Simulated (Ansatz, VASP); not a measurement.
## Two plane-wave programs on C

The input INCAR:

```
PREC     = Accurate       # precision mode
ENCUT    = 520            # plane-wave cutoff, eV
EDIFF    = 1E-6           # SCF threshold, eV
ISMEAR   = -1             # smearing method
SIGMA    = 0.05           # smearing width, eV
LREAL    = F              # projectors in reciprocal space
LASPH    = T              # aspherical terms in the spheres
NELM     = 80             # most SCF steps
ALGO     = Normal         # electronic algorithm
ISIF     = 2              # what is computed and relaxed
LWAVE    = F              # write WAVECAR
LCHARG   = F              # write CHGCAR
GGA      = RE             # functional
IVDW     = 12             # dispersion correction
NBANDS   = 26             # bands
```

KPOINTS

```
Automatic mesh
0
Gamma
  12 12 4
```

File POSCAR:

```
C
1.0
    2.5552893324      0.0000000000      0.0000000000
   -1.2776446662      2.2129454759      0.0000000000
    0.0000000000      0.0000000000      8.3454953252
C
8
Direct
    0.6666666667      0.3333333333      0.8437500000
    0.3333333333      0.6666666667      0.3437500000
    0.6666666667      0.3333333333      0.6562500000
    0.3333333333      0.6666666667      0.1562500000
    0.0000000000      0.0000000000      0.9062500000
    0.0000000000      0.0000000000      0.4062500000
    0.0000000000      0.0000000000      0.5937500000
    0.0000000000      0.0000000000      0.0937500000
```

File input.yaml:

```yaml
crystal:
  lattice:
    - [2.5552893324, 0.0, 0.0]
    - [-1.2776446662, 2.2129454759, 0.0]
    - [0.0, 0.0, 8.3454953252]
  atoms:
    - { symbol: C, position: [0.6666666667, 0.3333333333, 0.84375] }
    - { symbol: C, position: [0.3333333333, 0.6666666667, 0.34375] }
    - { symbol: C, position: [0.6666666667, 0.3333333333, 0.65625] }
    - { symbol: C, position: [0.3333333333, 0.6666666667, 0.15625] }
    - { symbol: C, position: [0.0, 0.0, 0.90625] }
    - { symbol: C, position: [0.0, 0.0, 0.40625] }
    - { symbol: C, position: [0.0, 0.0, 0.59375] }
    - { symbol: C, position: [0.0, 0.0, 0.09375] }
hamiltonian:
  xc: revpbe
  pseudopotentials: { kind: paw }
  dispersion: d3bj
kpoints:
  mp_grid: { grid: [12, 12, 4] }
scf:
  occupations: { method: fermi_dirac, width: 0.05 }
output:
  forces: true
  stress: true
  eigenvalues: true
```

Alike in both runs: task single point; functional revPBE; dispersion D3(BJ); k mesh 12 × 12 × 4; occupations fermi-dirac, width 0.05 eV; no spin polarisation.

|  | VASP | Ansatz |
| --- | --- | --- |
| version | VASP 6.6.1 | Ansatz 0.2.0 |
| potentials or method | VASP PAW PBE potentials, release 64 (C) | Ansatz PAW |
| plane-wave cutoff (eV) | 520 | 420 |
| valence electrons in the cell | 32 | 32 |

Ansatz gave:

```
gap on the k mesh at the Fermi level (eV)                     : 4.33
least direct gap on the mesh (eV)                             : 5.11
pressure (GPa)                                                : -19.7
traceless stress, the component that is largest in VASP (GPa) : 7.38
rms of the force components (eV/Å)                            : 0.173
```

Problem. What did VASP give for the same quantities?

Solution. gap on the k mesh at the Fermi level (eV): 4.32; least direct gap on the mesh (eV): 5.10; pressure (GPa): -19.2; traceless stress, the component that is largest in VASP (GPa): 7.37; rms of the force components (eV/Å): 0.173.

VASP's potentials were made for PBE, not for revPBE. Atom by atom the forces differ by 0.000 eV/Å (rms over components).
